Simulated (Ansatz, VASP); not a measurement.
MgO: VASP beside Ansatz

The input POSCAR:

```
MgO
1.0
    0.0000000000      2.1765847738      2.1765847738
    2.1765847738      0.0000000000      2.1765847738
    2.1765847738      2.1765847738      0.0000000000
Mg O
1 1
Direct
    0.0000000000      0.0000000000      0.0000000000
    0.5000000000      0.5000000000      0.5000000000
```

File INCAR.step1:

```
PREC = Accurate
ENCUT = 920
ISMEAR = 0
SIGMA = 0.01
LREAL = False
LASPH = True
NELM = 120
NBANDS = 15
GGA = PE
ALGO = Normal
EDIFF = 1E-5
LWAVE = True
LCHARG = False
GGA_COMPAT = False
```

File INCAR.step2:

```
PREC = Accurate
ENCUT = 920
EDIFF = 1E-6
ISMEAR = 0
SIGMA = 0.01
LREAL = False
LASPH = True
NELM = 120
ALGO = Normal
ISIF = 2
LWAVE = False
LCHARG = True
METAGGA = R2SCAN
LMIXTAU = True
LELF = True
LVHAR = True
NBANDS = 15
ISTART = 1
GGA_COMPAT = False
```

File KPOINTS:

```
regular mesh
0
Gamma
  10 10 10
```

Input for Ansatz:

```yaml
crystal:
  lattice:
    - [0.0, 2.1765847738, 2.1765847738]
    - [2.1765847738, 0.0, 2.1765847738]
    - [2.1765847738, 2.1765847738, 0.0]
  atoms:
    - { symbol: Mg, position: [0.0, 0.0, 0.0] }
    - { symbol: O, position: [0.5, 0.5, 0.5] }
kpoints:
  mp_grid: { grid: [10, 10, 10] }
  band_path:
    path:
      - [0.0, 0.0, 0.0]
      - [0.5, 0.0, 0.5]
      - [0.625, 0.25, 0.625]
      - [0.375, 0.375, 0.75]
      - [0.5, 0.5, 0.5]
      - [0.5, 0.25, 0.75]
    npoints: 1
hamiltonian:
  xc: r2scan
scf:
  occupations: { method: fixed }
  n_extra_bands: 4
output:
  forces: true
  stress: true
  eigenvalues: true
  write_density: true
  write_potential: true
  elf: true
  volumetric_format: npy
```

Change from the starting cell: hydrostatic strain +3.5%.

Alike in both runs: task single point; functional r2SCAN; k mesh 10 × 10 × 10; no spin polarisation.

```csv
,VASP,Ansatz
version,VASP 6.6.1,Ansatz 0.2.0
potentials or method,"VASP PAW PBE potentials, release 64 (Mg_sv, O)","plane waves, PAW"
plane-wave cutoff (eV),920,500
occupations,"gaussian, width 0.01 eV",fixed
valence electrons in the cell,16,16
```

|  | VASP | Ansatz | Ansatz less VASP |
| --- | --- | --- | --- |
| gap on the k mesh at the Fermi level (eV) | 4.71 | 4.69 | -0.022 |
| pressure (GPa) | -13.6 | -14.1 | -0.43 |

VASP's potentials were made for PBE, not for r2SCAN.
